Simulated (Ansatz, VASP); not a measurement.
## BaTiO3: VASP beside Ansatz

```xyz
5
Lattice="4.0451 0.0000 0.0000 0.0000 4.0451 0.0000 0.0000 0.0000 4.2018" Properties=species:S:1:pos:R:3 pbc="T T T"
Ba    0.0000    0.0000    4.1443
Ti    2.0226    2.0226    1.9710
O     2.0226    2.0226    0.1590
O     2.0226    0.0000    2.1739
O     0.0000    2.0226    2.1739
```

Change from the starting cell: strain +0.015 along x and y, +0.000 along z, atoms carried along.

Alike in both runs: task single point; functional PBE; k mesh 8 × 8 × 6; occupations gaussian, width 0.05 eV; no spin polarisation.

|  | VASP | Ansatz |
| --- | --- | --- |
| version | VASP 6.6.1 | Ansatz 0.2.0 |
| potentials or method | VASP PAW PBE potentials, release 64 (Ba_sv, Ti_sv, O_h), cutoff 1340 eV | scalar-relativistic, plane waves, PAW |
| valence electrons in the cell | 40 | 40 |

Ansatz gave:

- gap on the k mesh at the Fermi level (eV): 1.79
- least direct gap on the mesh (eV): 2.31
- pressure (GPa): -4.3
- traceless stress, the component that is largest in VASP (GPa): 1.59
- rms of the force components (eV/Å): 0.041

Problem. What did VASP give for the same quantities?

Solution. gap on the k mesh at the Fermi level (eV): 1.74; least direct gap on the mesh (eV): 2.27; pressure (GPa): -3.1; traceless stress, the component that is largest in VASP (GPa): 1.60; rms of the force components (eV/Å): 0.030.

Atom by atom the forces differ by 0.023 eV/Å (rms over components).

Neither program's run includes spin-orbit coupling.
